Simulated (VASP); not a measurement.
Wanted: the native input for a VASP 6.6.1 run.

```
Task                   : single point
Functional             : PBEsol
Potentials or basis    : VASP PAW PBE potentials, release 64 (Al)
Cutoff                 : 520 eV
k mesh                 : 14 × 14 × 14
Occupations            : fermi-dirac, width 0.05 eV
Spin                   : no spin polarisation
Dipole correction      : no
Further INCAR settings : ALGO = Normal; EDIFF = 1e-06; NBANDS = 8
```

The structure of Al lies in POSCAR:

```
Al
1.0
    0.0000000000      1.9966255657      1.9966255657
    1.9966255657      0.0000000000      1.9966255657
    1.9966255657      1.9966255657      0.0000000000
Al
1
Direct
    0.0000000000      0.0000000000      0.0000000000
```

This cell differs from its parent crystal: volume scaled by 0.96.

The input as run:

INCAR

```
PREC = Accurate
ENCUT = 520
EDIFF = 1E-6
ISMEAR = -1
SIGMA = 0.05
LREAL = F
LASPH = T
NELM = 60
ALGO = Normal
ISIF = 2
LWAVE = F
LCHARG = F
GGA = PS
NBANDS = 8
```

KPOINTS

```
Automatic mesh
0
Gamma
  14 14 14
```

Potentials or basis: VASP PAW PBE potentials, release 64 (Al).

Command:

```bash
$ cat potpaw_PBE.64/Al/POTCAR > POTCAR
$ mpirun -np 1 vasp_std > vasp.out
```

It gave:

```json
{
 "Pressure": "1.2 GPa"
}
```

Caveat: the PAW data sets were made with another functional, which shifts forces and pressure a little.

Wall time 24 s on 1 thread of Intel Xeon 8259CL (shared host), peak memory 0.1 GiB.
